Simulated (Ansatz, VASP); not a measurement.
P: VASP beside Ansatz

File INCAR:

```
SYSTEM = P
PREC = Accurate
ENCUT = 520
EDIFF = 1E-7
ISMEAR = -1
SIGMA = 0.05
LREAL = .False.
LASPH = .True.
NELM = 60
ALGO = Normal
ISIF = 2
LWAVE = .False.
LCHARG = .False.
GGA = RP
NBANDS = 18
```

Contents of KPOINTS:

```
regular mesh
0
Gamma
  9 9 6
  0 0 0
```

The input POSCAR:

```
P
1.0
    1.6185679960     -6.9999672670      0.0000000000
    1.6185679960      6.9999672670      0.0000000000
    0.0000000000      0.0000000000      4.6196332959
P
4
Direct
    0.0728398213      0.9271601787      0.9074116460
    0.5728398213      0.4271601787      0.5925883540
    0.9271601787      0.0728398213      0.0925883540
    0.4271601787      0.5728398213      0.4074116460
```

Input for Ansatz:

```yaml
crystal:
  lattice:
    - [1.618567996, -6.999967267, 0.0]
    - [1.618567996, 6.999967267, 0.0]
    - [0.0, 0.0, 4.6196332959]
  atoms:
    - { symbol: P, position: [0.0728398213, 0.9271601787, 0.907411646] }
    - { symbol: P, position: [0.5728398213, 0.4271601787, 0.592588354] }
    - { symbol: P, position: [0.9271601787, 0.0728398213, 0.092588354] }
    - { symbol: P, position: [0.4271601787, 0.5728398213, 0.407411646] }
hamiltonian:
  xc: rpbe
  pseudopotentials:
    kind: paw
    azcp:
      P: "pseudopotentials/P.paw.azcp"
basis:
  ecutwfc: 420
  fft_grid_basis: typed
kpoints:
  mp_grid: { grid: [9, 9, 6], shift: [0, 0, 0] }
magnetization:
  spin_polarized: false
scf:
  occupations: { method: fermi_dirac, width: 0.05 }
output:
  stress: true
```

Alike in both runs: task single point; functional RPBE; k mesh 9 × 9 × 6; occupations fermi-dirac, width 0.05 eV; no spin polarisation.

|  | VASP | Ansatz |
| --- | --- | --- |
| version | VASP 6.6.1 | Ansatz 0.2.0 |
| potentials or method | VASP PAW PBE potentials, release 64 (P), cutoff 520 eV | plane waves (420 eV) with PAW, scalar-relativistic |
| valence electrons in the cell | 20 | 20 |

VASP gave:

| Quantity | Value |
| --- | --- |
| pressure (GPa) | 4.4 |
| traceless stress, the component that is largest in VASP (GPa) | 1.08 |

Q: Estimate Ansatz's values.

A: Pressure (GPa): 4.9; traceless stress, the component that is largest in VASP (GPa): 1.10.

VASP's potentials were made for PBE, not for RPBE.
